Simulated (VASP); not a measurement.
# W (Pm-3m) in VASP: further runs

W is run at these levels: BLYP; tasks: single point.

Program: VASP 6.6.1. These are calculated values, not measurements. Logs are shortened: lines on timing, memory, paths and dates and some standing lists are left out, and cuts for length are marked.

**1. The cell of the first run**

Symmetry: Pm-3m, No. 221, cubic system. The conventional cell has a = 2.673 Å, b = 2.673 Å, c = 2.673 Å, α = 90.00°, β = 90.00°, γ = 90.00°. W (site symmetry m-3m) has 6 W at 2.67 Å within 3.5 Å.

**2. Single point, BLYP**

INCAR reads:

```
SYSTEM = W
  PREC = Accurate
  ENCUT = 520
  EDIFF = 1E-7
  ISMEAR = -1
  SIGMA = 0.1
  LREAL = .FALSE.
  LASPH = .TRUE.
  NELM = 100
  ALGO = Normal
  ISIF = 2
  LWAVE = .FALSE.
  LCHARG = .FALSE.
  GGA = B5
  ALDAX = 1.0
  AGGAX = 1.0
  AGGAC = 1.0
  ALDAC = 0.0
  NBANDS = 13
```

KPOINTS reads:

```
regular mesh
0
G
  13 13 13
  0 0 0
```

POSCAR reads:

```
W
1.0
    2.6726720091      0.0000000000      0.0000000000
    0.0000000000      2.6726720091      0.0000000000
    0.0000000000      0.0000000000      2.6726720091
W
1
Direct
    0.0000000000      0.0000000000      0.0000000000
```

Potentials or basis: VASP PAW PBE potentials, release 64 (W_sv).

The run is started by

```sh
cat potpaw_PBE.64/W_sv/POTCAR > POTCAR
mpirun -np 1 vasp_std > vasp.out
```

OUTCAR:

```text
SYSTEM = W
   PREC = Accurate
   ENCUT = 520
   EDIFF = 1E-7
   ISMEAR = -1
   LREAL = .FALSE.
   LASPH = .TRUE.
   NELM = 100
   ISIF = 2
   GGA = B5

 ion  position               nearest neighbor table
   1  0.000  0.000  0.000-

  LATTYP: Found a simple cubic cell.
 ALAT       =     2.6726720091

  Lattice vectors:

 A1 = (   2.6726720091,   0.0000000000,   0.0000000000)
 A2 = (   0.0000000000,   2.6726720091,   0.0000000000)
 A3 = (   0.0000000000,   0.0000000000,   2.6726720091)

Analysis of symmetry for initial positions (statically):
=====================================================================
 Subroutine PRICEL returns:
 Original cell was already a primitive cell.

 Routine SETGRP: Setting up the symmetry group for a
 simple cubic supercell.

 Subroutine GETGRP returns: Found 48 space group operations
 (whereof 48 operations were pure point group operations)
 out of a pool of 48 trial point group operations.

The static configuration has the point symmetry O_h .

Analysis of symmetry for dynamics (positions and initial velocities):
=====================================================================
 Subroutine PRICEL returns:
 Original cell was already a primitive cell.

 Routine SETGRP: Setting up the symmetry group for a
 simple cubic supercell.

 Subroutine GETGRP returns: Found 48 space group operations
 (whereof 48 operations were pure point group operations)
 out of a pool of 48 trial point group operations.

The dynamic configuration has the point symmetry O_h .

 Subroutine INISYM returns: Found 48 space group operations
 (whereof 48 operations are pure point group operations),
 and found     1 'primitive' translations

----------------------------------------------------------------------------------------

                                     Primitive cell

  volume of cell :      19.0914

  direct lattice vectors                    reciprocal lattice vectors
     2.672672009  0.000000000  0.000000000     0.374157396  0.000000000  0.000000000
     0.000000000  2.672672009  0.000000000     0.000000000  0.374157396  0.000000000
     0.000000000  0.000000000  2.672672009     0.000000000  0.000000000  0.374157396

  length of vectors
     2.672672009  2.672672009  2.672672009     0.374157396  0.374157396  0.374157396

  position of ions in fractional coordinates (direct lattice)
     0.000000000  0.000000000  0.000000000

  ion indices of the primitive-cell ions
   primitive index   ion index
                 1           1

[... 78 lines left out ...]
   ISYM   =      2    0-nonsym 1-usesym 2-fastsym
   POTIM  = 0.5000    time-step for ionic-motion
   TEBEG  =    0.0;   TEEND  =   0.0 temperature during run
   PSTRESS=    0.0 pullay stress
   NELECT =      14.0000    total number of electrons
   NUPDOWN=      -1.0000    fix difference up-down
   EMIN   =  10.00;   EMAX   =-10.00  energy-range for DOS
   EFERMI =   0.00;   METHOD = LEGACY
   ISMEAR =    -1;   SIGMA  =   0.10  broadening in eV -4-tet -1-fermi 0-gaus
   EFERMI_NEDOS =   21; number of points for ismear=-14 and -15
   IALGO  =     38    algorithm
   IMIX   =      4    mixing-type and parameters
     AMIX     =   0.40;   BMIX     =  1.00
     AMIX_MAG =   1.60;   BMIX_MAG =  1.00
  volume/ion in A,a.u.               =      19.09       128.83
  Fermi-wavevector in a.u.,A,eV,Ry     =   1.476291  2.789785 29.652998  2.179434
  Thomas-Fermi vector in A             =   2.590835
   LORBIT       =      0    0 simple, 1 ext, 2 COOP (PROOUT), +10 PAW based schemes
   GGA     = B5    functional components
   LHFCALC =     F    Hartree Fock is set to
   AEXX    =    0.0000 exact exchange contribution
   IVDW    =     0    specifies the selected vdW correction
   LEPSILON=     F    determine dielectric tensor
   LRPA    =     F    only Hartree local field effects (RPA)
 non-spin polarized calculation
  energy-cutoff  :      520.00
  volume of cell :       19.09
 maximum number of plane-waves:       525
 NGX is ok and might be reduce to    20
   NGX =  9   NGY =  9   NGZ =  9

 number of electron      13.9999994 magnetization

 Free energy of the ion-electron system (eV)
  ---------------------------------------------------
  ext. energy  EPLUGINS =         0.00000000
  ---------------------------------------------------
  free energy    TOTEN  =       -10.14778739 eV

  energy without entropy =      -10.11785221  energy(sigma->0) =      -10.13281980

 E-fermi :   9.4041     XC(G=0): -11.8008

 val. band max:        9.3482864322   @ k =   0.3846   0.1538   0.1538
 cond. band min:       9.4650914922   @ k =   0.3846   0.3077   0.1538
 fundamental gap:      0.1168050600
 Fermi energy:         9.4041329216

 k-point     1 :       0.0000    0.0000    0.0000
  band No.  band energies     occupation
      1     -64.3032      2.00000
      2     -28.2287      2.00000
      3     -28.2287      2.00000
      4     -28.2287      2.00000
      5       1.2309      2.00000
      6       5.2319      2.00000
      7       5.2319      2.00000
      8      13.7420      0.00000
      9      13.7420      0.00000
     10      13.7420      0.00000
     11      23.8534      0.00000
     12      23.8534      0.00000
     13      23.8534      0.00000
[... 354 lines left out ...]
  band No.  band energies     occupation
      1     -64.1744      2.00000
      2     -29.1353      2.00000
      3     -28.8980      2.00000
      4     -28.0732      2.00000
      5       5.2183      2.00000
      6       6.0791      2.00000
      7       9.9856      0.00595
      8      11.0035      0.00000
      9      11.7101      0.00000
     10      11.7165      0.00000
     11      18.6829      0.00000
     12      22.5607      0.00000
     13      26.2174      0.00000

 [... further k-points ...]

------------------------ aborting loop because EDIFF is reached ----------------------------------------

  FORCE on cell =-STRESS in cart. coord.  units (eV):
  Direction    XX          YY          ZZ          XY          YZ          ZX
  --------------------------------------------------------------------------------------
  -------------------------------------------------------------------------------------
  Total        0.0878923      0.0878923      0.0878923      0.0000000     -0.0000000     -0.0000000
  in kB        7.3760615      7.3760615      7.3760615      0.0000000     -0.0000000     -0.0000000
  external PRESSURE =       7.3760615 kB  Pullay stress =       0.0000000 kB

 VOLUME and BASIS-vectors are now :
 -----------------------------------------------------------------------------
  energy-cutoff  :      520.00
  volume of cell :       19.09
      direct lattice vectors                 reciprocal lattice vectors
     2.672672009  0.000000000  0.000000000     0.374157396  0.000000000  0.000000000
     0.000000000  2.672672009  0.000000000     0.000000000  0.374157396  0.000000000
     0.000000000  0.000000000  2.672672009     0.000000000  0.000000000  0.374157396

 POSITION                                       TOTAL-FORCE (eV/Angst)
 -----------------------------------------------------------------------------------
      0.00000      0.00000      0.00000         0.000000      0.000000      0.000000
 -----------------------------------------------------------------------------------
    total drift:                               -0.000000      0.000000      0.000000

  FREE ENERGIE OF THE ION-ELECTRON SYSTEM (eV)
  ---------------------------------------------------
  free  energy   TOTEN  =       -10.1477873889 eV

  energy  without entropy=      -10.1178522131  energy(sigma->0) =      -10.13281980
```

OSZICAR:

```text
N       E                     dE             d eps       ncg     rms          rms(c)
DAV:   1     0.916175334797E+02    0.91618E+02   -0.75273E+03  2184   0.119E+03
DAV:   2    -0.868098102278E+01   -0.10030E+03   -0.96132E+02  2489   0.313E+02
DAV:   3    -0.105478107083E+02   -0.18668E+01   -0.18523E+01  2434   0.418E+01
DAV:   4    -0.105578130012E+02   -0.10002E-01   -0.10002E-01  2454   0.341E+00
DAV:   5    -0.105579275905E+02   -0.11459E-03   -0.11459E-03  2469   0.346E-01    0.161E+01
DAV:   6    -0.102094994872E+02    0.34843E+00   -0.36852E-01  2244   0.737E+00    0.640E+00
DAV:   7    -0.101486641468E+02    0.60835E-01   -0.14497E-01  2399   0.442E+00    0.515E-01
DAV:   8    -0.101478114784E+02    0.85267E-03   -0.49474E-03  2304   0.851E-01    0.403E-02
DAV:   9    -0.101477985122E+02    0.12966E-04   -0.63625E-05  2609   0.101E-01    0.467E-02
DAV:  10    -0.101477874543E+02    0.11058E-04   -0.26739E-05  2454   0.672E-02    0.563E-03
DAV:  11    -0.101477873102E+02    0.14408E-06   -0.60766E-07  2304   0.873E-03    0.180E-03
DAV:  12    -0.101477873889E+02   -0.78701E-07   -0.42451E-08  1747   0.166E-03
   1 F= -.10147787E+02 E0= -.10132820E+02  d E =-.299352E-01
```

Wall time 9.6 s (1 thread of Intel Xeon 6975P-C, shared host); peak memory 0.14 GiB.

Results:

- Free energy: -10.1478 eV
- Pressure: 0.7 GPa
- Band gap on the k mesh: zero (band 7 reaches 11.09 eV, above the bottom of band 8 at 8.72 eV)

Levels at points of the mesh, in eV from the Fermi level:
```csv
k point,band 5,band 6,band 7,band 8,band 9,band 10
"(0.00, 0.00, 0.00)",-8.17,-4.17,-4.17,4.34,4.34,4.34
```

Caveat: the PAW data sets were made with another functional, which shifts forces and pressure a little; spin-orbit coupling is left out, which moves the levels of the heavy elements.

**3. Single point, BLYP (volume scaled by 1.04)**

INCAR reads:

```
PREC = Accurate
ENCUT = 520
EDIFF = 1E-7
ISMEAR = -1
SIGMA = 0.1
LREAL = F
LASPH = T
NELM = 100
ALGO = Normal
ISIF = 2
LWAVE = F
LCHARG = F
GGA = B5
ALDAX = 1.0
AGGAX = 1.0
AGGAC = 1.0
ALDAC = 0.0
NBANDS = 13
```

KPOINTS reads:

```
regular mesh
0
Gamma
  13 13 13
```

POSCAR reads:

```
W
1.0
    2.7078427793      0.0000000000      0.0000000000
    0.0000000000      2.7078427793      0.0000000000
    0.0000000000      0.0000000000      2.7078427793
W
1
Direct
    0.0000000000      0.0000000000      0.0000000000
```

Potentials or basis: VASP PAW PBE potentials, release 64 (W_sv).

The run is started by

```sh
cat potpaw_PBE.64/W_sv/POTCAR > POTCAR
mpirun -np 1 vasp_std > vasp.out
```

Wall time 9.8 s (1 thread of Intel Xeon 6975P-C, shared host); peak memory 0.14 GiB.

The run converged. Its results:

```yaml
Free_energy: -10.1343 eV
Pressure: -6.3 GPa
Band_gap_on_the_k_mesh: zero (band 7 reaches 10.53 eV, above the bottom of band 8 at 8.29 eV)
```

Levels at points of the mesh, in eV from the Fermi level:
| k point | band 5 | band 6 | band 7 | band 8 | band 9 | band 10 |
| --- | --- | --- | --- | --- | --- | --- |
| (0.00, 0.00, 0.00) | -7.97 | -3.97 | -3.97 | 4.11 | 4.11 | 4.11 |

Caveat: the PAW data sets were made with another functional, which shifts forces and pressure a little; spin-orbit coupling is left out, which moves the levels of the heavy elements.

**4. Single point, BLYP (volume scaled by 1.08)**

INCAR reads:

```
SYSTEM = W
PREC = Accurate
ENCUT = 520
EDIFF = 1E-7
ISMEAR = -1
SIGMA = 0.1
LREAL = .FALSE.
LASPH = .TRUE.
NELM = 100
ALGO = Normal
ISIF = 2
LWAVE = .FALSE.
LCHARG = .TRUE.
GGA = B5
ALDAX = 1.0
AGGAX = 1.0
AGGAC = 1.0
ALDAC = 0.0
LELF = .TRUE.
LVHAR = .TRUE.
NBANDS = 13
```

KPOINTS reads:

```
Automatic mesh
0
G
  13 13 13
  0 0 0
```

POSCAR reads:

```
W
1.0
    2.7421229093      0.0000000000      0.0000000000
    0.0000000000      2.7421229093      0.0000000000
    0.0000000000      0.0000000000      2.7421229093
W
1
Direct
    0.0000000000      0.0000000000      0.0000000000
```

Potentials or basis: VASP PAW PBE potentials, release 64 (W_sv).

The run is started by

```sh
cat potpaw_PBE.64/W_sv/POTCAR > POTCAR
mpirun -np 1 vasp_std > vasp.out
```

OUTCAR:

```text
SYSTEM = W
   PREC = Accurate
   ENCUT = 520
   EDIFF = 1E-7
   ISMEAR = -1
   LREAL = .FALSE.
   LASPH = .TRUE.
   NELM = 100
   ISIF = 2
   GGA = B5

 ion  position               nearest neighbor table
   1  0.000  0.000  0.000-

  LATTYP: Found a simple cubic cell.
 ALAT       =     2.7421229093

  Lattice vectors:

 A1 = (   2.7421229093,   0.0000000000,   0.0000000000)
 A2 = (   0.0000000000,   2.7421229093,   0.0000000000)
[... 560 lines left out ...]
     11      17.0811      0.00000
     12      20.8207      0.00000
     13      24.5362      0.00000

 [... further k-points ...]

------------------------ aborting loop because EDIFF is reached ----------------------------------------

  FORCE on cell =-STRESS in cart. coord.  units (eV):
  Direction    XX          YY          ZZ          XY          YZ          ZX
  --------------------------------------------------------------------------------------
  -------------------------------------------------------------------------------------
  Total       -1.5377933     -1.5377933     -1.5377933      0.0000000      0.0000000     -0.0000000
  in kB     -119.4944645   -119.4944645   -119.4944645      0.0000000      0.0000000     -0.0000000
  external PRESSURE =    -119.4944645 kB  Pullay stress =       0.0000000 kB

 VOLUME and BASIS-vectors are now :
 -----------------------------------------------------------------------------
  energy-cutoff  :      520.00
  volume of cell :       20.62
      direct lattice vectors                 reciprocal lattice vectors
     2.742122909  0.000000000  0.000000000     0.364680955  0.000000000  0.000000000
     0.000000000  2.742122909  0.000000000     0.000000000  0.364680955  0.000000000
     0.000000000  0.000000000  2.742122909     0.000000000  0.000000000  0.364680955

 POSITION                                       TOTAL-FORCE (eV/Angst)
 -----------------------------------------------------------------------------------
      0.00000      0.00000      0.00000         0.000000      0.000000      0.000000
 -----------------------------------------------------------------------------------
    total drift:                               -0.000000      0.000000      0.000000

  FREE ENERGIE OF THE ION-ELECTRON SYSTEM (eV)
  ---------------------------------------------------
  free  energy   TOTEN  =       -10.0907220229 eV

  energy  without entropy=      -10.0544166918  energy(sigma->0) =      -10.07256936
```

OSZICAR:

```text
N       E                     dE             d eps       ncg     rms          rms(c)
DAV:   1     0.920437883414E+02    0.92044E+02   -0.76176E+03  2200   0.116E+03
DAV:   2    -0.859612134168E+01   -0.10064E+03   -0.96142E+02  2454   0.310E+02
DAV:   3    -0.105427748239E+02   -0.19467E+01   -0.19333E+01  2434   0.425E+01
DAV:   4    -0.105548427959E+02   -0.12068E-01   -0.12067E-01  2424   0.368E+00
DAV:   5    -0.105549885649E+02   -0.14577E-03   -0.14577E-03  2449   0.388E-01    0.142E+01
DAV:   6    -0.101539347236E+02    0.40105E+00   -0.45331E-01  2249   0.794E+00    0.518E+00
DAV:   7    -0.100912967103E+02    0.62638E-01   -0.15379E-01  2384   0.439E+00    0.547E-01
DAV:   8    -0.100907209674E+02    0.57574E-03   -0.47259E-03  2309   0.816E-01    0.352E-02
DAV:   9    -0.100907322010E+02   -0.11234E-04   -0.71209E-05  2594   0.105E-01    0.383E-02
DAV:  10    -0.100907219436E+02    0.10257E-04   -0.24312E-05  2404   0.625E-02    0.384E-03
DAV:  11    -0.100907220229E+02   -0.79303E-07   -0.57390E-07  2374   0.859E-03
   1 F= -.10090722E+02 E0= -.10072569E+02  d E =-.363053E-01
```

Run time: 10 s. Hardware: 1 thread of Intel Xeon 6975P-C, shared host; peak memory 0.14 GiB.

What came out:

```
Free energy            : -10.0907 eV
Pressure               : -11.9 GPa
Band gap on the k mesh : zero (band 7 reaches 10.00 eV, above the bottom of band 8 at 7.89 eV)
```

Caveat: the PAW data sets were made with another functional, which shifts forces and pressure a little; spin-orbit coupling is left out, which moves the levels of the heavy elements.

**5. Summary**

| cell | gap on the mesh (eV) | pressure (GPa) |
| --- | --- | --- |
| a = 2.673 Å, 1 atom | none | 0.7 |
| a = 2.708 Å, 1 atom | none | -6.3 |
| a = 2.742 Å, 1 atom | none | -11.9 |

Alike in all rows: task single point; level BLYP; potentials or basis VASP PAW PBE potentials, release 64 (W_sv); no spin polarisation; k mesh 13 × 13 × 13; cutoff (eV) 520; smearing fermi-dirac 0.1 eV.

Caveats: the PAW data sets were made with another functional, which shifts forces and pressure a little; spin-orbit coupling is left out, which moves the levels of the heavy elements.

Total energies depend on the potentials used, so only differences within one code and one set of settings carry meaning.
